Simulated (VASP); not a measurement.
Here is a VASP 6.6.1 calculation.

The input INCAR:

```
SYSTEM = SiC
PREC = Accurate
ENCUT = 520
EDIFF = 1E-6
ISMEAR = 0
SIGMA = 0.01
LREAL = .False.
LASPH = .True.
NELM = 80
ALGO = Normal
ISIF = 2
LWAVE = .False.
LCHARG = .True.
GGA = PE
LELF = .True.
LVHAR = .True.
NBANDS = 11
```

Contents of KPOINTS:

```
regular mesh
0
Gamma
  6 6 6
  0 0 0
```

Contents of POSCAR:

```
SiC
1.0
    0.0000000000      2.1780523510      2.2651744451
    2.1780523510      0.0000000000      2.2651744451
    2.1780523510      2.1780523510      0.0000000000
Si C
1 1
Direct
    0.0000000000      0.0000000000      0.0000000000
    0.2500000000      0.2500000000      0.2500000000
```

Potentials or basis: VASP PAW PBE potentials, release 64 (Si, C).

The run is started by

```bash
$ cat potpaw_PBE.64/Si/POTCAR potpaw_PBE.64/C/POTCAR > POTCAR
$ mpirun -np 1 vasp_std > vasp.out
```

Problem. Predict the band gap on the k mesh.

Solution. 1.18 eV, indirect (least direct gap 4.46 eV).

Problem. What does it give for the pressure?

Solution. -4.8 GPa.

Stress tensor (GPa, compression positive):
```
 -1.18   0.00   0.00
  0.00  -1.18   0.00
  0.00   0.00 -11.96
```

Caveat: the cell differs from its parent crystal (uniaxial z strain +4.0%). A k mesh can miss the band edges.
